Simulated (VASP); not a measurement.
Input of a VASP 6.6.1 run:

INCAR

```
SYSTEM = InSb
ALGO = Normal
EDIFF = 1E-6
ENCUT = 520
GGA = PE
ISIF = 2
ISMEAR = 0
LASPH = .True.
LCHARG = .False.
LREAL = .False.
LWAVE = .False.
NBANDS = 16
NELM = 100
PREC = Accurate
SIGMA = 0.15
```

The input KPOINTS:

```
k-points
0
Gamma
  12 12 12
  0 0 0
```

File POSCAR:

```
InSb
1.0
    0.0000000000      3.0751837979      3.0751837979
    2.8599209320      0.0000000000      3.0751837979
    2.8599209320      3.0751837979      0.0000000000
In Sb
1 1
Direct
    0.0214621318     -0.0214621318     -0.0214621318
    0.4797615058      0.5202384942      0.5202384942
```

Potentials or basis: VASP PAW PBE potentials, release 64 (In_d, Sb).

The run is started by

```sh
$ cat potpaw_PBE.64/In_d/POTCAR potpaw_PBE.64/Sb/POTCAR > POTCAR
$ mpirun -np 1 vasp_std > vasp.out
```

(1) What does it give for the band gap on the k mesh?

(2) Predict the largest force.

(3) Estimate the pressure.

## Answers

(1) zero (band 9 reaches 7.98 eV, above the bottom of band 10 at 4.89 eV).

(2) 1.915 eV/Å.

(3) 6.8 GPa.

Caveat: the cell differs from its parent crystal (mode 4 frozen in at -0.132 Å, normal strain along x -0.0700); spin-orbit coupling is left out, which moves the levels of the heavy elements; forces of over 1 eV/Å act on the atoms, so gaps and moduli don't describe the material at rest.
